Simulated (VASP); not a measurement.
A run of VASP 6.6.1:

The input INCAR:

```
SYSTEM = SiC
  PREC = Accurate
  ENCUT = 520
  EDIFF = 1E-7
  ISMEAR = 0
  SIGMA = 0.01
  LREAL = .FALSE.
  LASPH = .TRUE.
  NELM = 100
  ALGO = Normal
  ISIF = 2
  LWAVE = .FALSE.
  LCHARG = .FALSE.
  GGA = PS
  NBANDS = 16
```

File KPOINTS:

```
Automatic mesh
0
G
  8 8 6
  0 0 0
```

File POSCAR:

```
SiC
1.0
    3.0155943368      0.0000000000      0.0000000000
   -1.5077971684      2.6115813032      0.0000000000
    0.0000000000      0.0000000000      4.9457775466
Si C
2 2
Direct
    0.3333333333      0.6666666667      0.0046040387
    0.6666666667      0.3333333333      0.5046040387
    0.3333333333      0.6666666667      0.3803959613
    0.6666666667      0.3333333333      0.8803959613
```

Potentials or basis: VASP PAW PBE potentials, release 64 (Si, C).

Launch:

```bash
$ cat potpaw_PBE.64/Si/POTCAR potpaw_PBE.64/C/POTCAR > POTCAR
$ mpirun -np 1 vasp_std > vasp.out
```

Hardware: 1 thread of Intel Xeon 8259CL, with other jobs on the host.

Estimate the wall time of this run.

Wall time 34 s on 1 thread of Intel Xeon 8259CL (shared host), peak memory 0.16 GiB. Counts: scf iterations 13, k points 40.
